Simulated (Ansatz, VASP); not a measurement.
# Two plane-wave programs on Ca

Contents of POSCAR:

```
Ca
1.0
   -2.2400000000      2.2848000000      2.2400000000
    2.2400000000     -2.2848000000      2.2400000000
    2.2400000000      2.2848000000     -2.2400000000
Ca
1
Direct
    0.0000000000      0.0000000000      0.0000000000
```

File INCAR.step1:

```
SYSTEM = Ca
  ALGO = Normal
  EDIFF = 1E-5
  ENCUT = 550
  GGA = PE
  GGA_COMPAT = .FALSE.
  ISMEAR = 0
  LASPH = .TRUE.
  LCHARG = .FALSE.
  LREAL = .FALSE.
  LWAVE = .TRUE.
  NBANDS = 11
  NELM = 120
  PREC = Accurate
  SIGMA = 0.15
```

Contents of INCAR.step2:

```
SYSTEM = Ca
  ALGO = Normal
  EDIFF = 1E-6
  ENCUT = 550
  GGA_COMPAT = .FALSE.
  ISIF = 2
  ISMEAR = 0
  ISTART = 1
  LASPH = .TRUE.
  LCHARG = .FALSE.
  LMIXTAU = .TRUE.
  LREAL = .FALSE.
  LWAVE = .FALSE.
  METAGGA = R2SCAN
  NBANDS = 11
  NELM = 120
  PREC = Accurate
  SIGMA = 0.15
```

The input KPOINTS:

```
k-points
0
G
  16 16 16
  0 0 0
```

Input for Ansatz:

```yaml
crystal:
  lattice:
    - [-2.24, 2.2848, 2.24]
    - [2.24, -2.2848, 2.24]
    - [2.24, 2.2848, -2.24]
  atoms:
    - { symbol: Ca, position: [0.0, 0.0, 0.0] }
basis:
  ecutwfc: 500
kpoints:
  mp_grid: { grid: [16, 16, 16] }
hamiltonian:
  xc: r2scan
scf:
  occupations: { method: gaussian, width: 0.15 }
output:
  forces: true
  stress: true
  eigenvalues: true
```

Change from the starting cell: strain +0.0200 x Voigt [0, 1, 0, 0, 0, 0], atoms carried along.

Alike in both runs: task single point; functional r2SCAN; k mesh 16 × 16 × 16; occupations gaussian, width 0.15 eV; no spin polarisation.

|  | VASP | Ansatz |
| --- | --- | --- |
| version | VASP 6.6.1 | Ansatz 0.2.0 |
| potentials or method | VASP PAW PBE potentials, release 64 (Ca_sv), cutoff 550 eV | scalar-relativistic, plane waves, PAW |
| valence electrons in the cell | 10 | 10 |

|  | VASP | Ansatz | Ansatz less VASP |
| --- | --- | --- | --- |
| gap on the k mesh at the Fermi level (eV) | none | none | - |
| pressure (GPa) | -0.9 | -0.9 | -0.04 |

VASP's potentials were made for PBE, not for r2SCAN. A gap of «none» marks a metal or a gap that the smearing closes. With one functional, cell and mesh, what is left measures potentials, basis and numerics.
